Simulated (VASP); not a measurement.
Set up this calculation in VASP 6.6.1, as the native input.

| Property | Result |
| --- | --- |
| Task | single point |
| Functional | LDA |
| Potentials or basis | VASP PAW LDA potentials, release 64 (Cu, I) |
| Cutoff | 520 eV |
| k mesh | 6 × 6 × 6 |
| Occupations | gaussian, width 0.01 eV |
| Spin | no spin polarisation |
| Dipole correction | no |
| Further INCAR settings | ALGO = Normal; EDIFF = 1e-06; NBANDS = 16 |

The structure of CuI (Marshite) lies in POSCAR:

```
CuI
1.0
    2.9000285517      2.9000285517      0.0000000000
   -2.9000285517      2.9000285517      0.0000000000
    0.0000000000      2.9000285517      2.9000285517
Cu I
1 1
Direct
    0.7500000000      0.2500000000      0.5000000000
    0.0000000000      0.0000000000      0.0000000000
```

These files were run (other wordings do the same):

INCAR

```
SYSTEM = CuI
ALGO = Normal
EDIFF = 1E-6
ENCUT = 520
GGA = CA
ISIF = 2
ISMEAR = 0
LASPH = .True.
LCHARG = .False.
LREAL = .False.
LWAVE = .False.
NBANDS = 16
NELM = 60
PREC = Accurate
SIGMA = 0.01
```

KPOINTS

```
k-points
0
Gamma
  6 6 6
  0 0 0
```

Potentials or basis: VASP PAW LDA potentials, release 64 (Cu, I).

Command:

```bash
$ cat potpaw_LDA.64/Cu/POTCAR potpaw_LDA.64/I/POTCAR > POTCAR
$ mpirun -np 1 vasp_std > vasp.out
```

It gave:

| Quantity | Value |
| --- | --- |
| Pressure | 2.2 GPa |
| Band gap on the k mesh | 1.39 eV, direct |

Caveat: spin-orbit coupling is left out, which moves the levels of the heavy elements.

It took 10 s on 1 thread of Intel(R) Xeon(R) 6975P-C (Granite Rapids) (shared host), peak memory 0.16 GiB.
